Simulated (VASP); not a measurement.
Si2W: single point with LDA

Crystal: Si2W.

```
Si W
1.0
     4.47335    0.00000    0.00000
    -2.23667    3.87403    0.00000
     0.00000    0.00000    6.79859
Si W
6 3
Direct
  0.86783 0.73567 0.50000
  0.13217 0.86783 0.83333
  0.73567 0.86783 0.16667
  0.13217 0.26433 0.50000
  0.86783 0.13217 0.83333
  0.26433 0.13217 0.16667
  0.00000 0.50000 0.16667
  0.50000 0.50000 0.83333
  0.50000 0.00000 0.50000
```

This cell differs from its parent crystal: c/a of the conventional cell at fixed volume 1.5198.

```yaml
Program: VASP 6.6.1
Task: single point
Functional: LDA
Potentials_or_basis: VASP PAW LDA potentials, release 64 (Si, W_sv)
Cutoff: 520 eV
k_mesh: 9 × 9 × 6
Occupations: gaussian, width 0.03 eV
Spin: no spin polarisation
```

* Pressure: 15.1 GPa
* Largest force: 7.716 eV/Å
* Band gap on the k mesh: zero (band 33 reaches 12.64 eV, above the bottom of band 34 at 12.09 eV)

Forces on the atoms (eV/Å):
```
Si   0.000 -7.716  0.000
Si   6.682 -3.858  0.000
Si  -6.682 -3.858  0.000
Si   0.000  7.716  0.000
Si  -6.682  3.858  0.000
Si   6.682  3.858  0.000
W    0.000  0.000  0.000
W    0.000  0.000  0.000
W    0.000  0.000  0.000
```

Stress tensor (GPa, compression positive):
```
26.49  0.00  0.00
 0.00 26.49  0.00
 0.00  0.00 -7.76
```

Levels at points of the mesh, in eV from the Fermi level:
```tsv
k point	band 31	band 32	band 33	band 34	band 35	band 36
(0.00, 0.00, 0.00)	-2.12	-0.47	-0.16	1.08	1.08	2.22
(0.00, 0.00, 0.50)	-1.06	-0.59	-0.59	1.58	1.58	2.41
```

Run time: 110 s on 1 thread of Intel(R) Xeon(R) 6975P-C (Granite Rapids), on a shared host, peak memory 0.32 GiB.

Caveat: spin-orbit coupling is left out, which moves the levels of the heavy elements; forces of over 1 eV/Å act on the atoms, so gaps and moduli don't describe the material at rest.
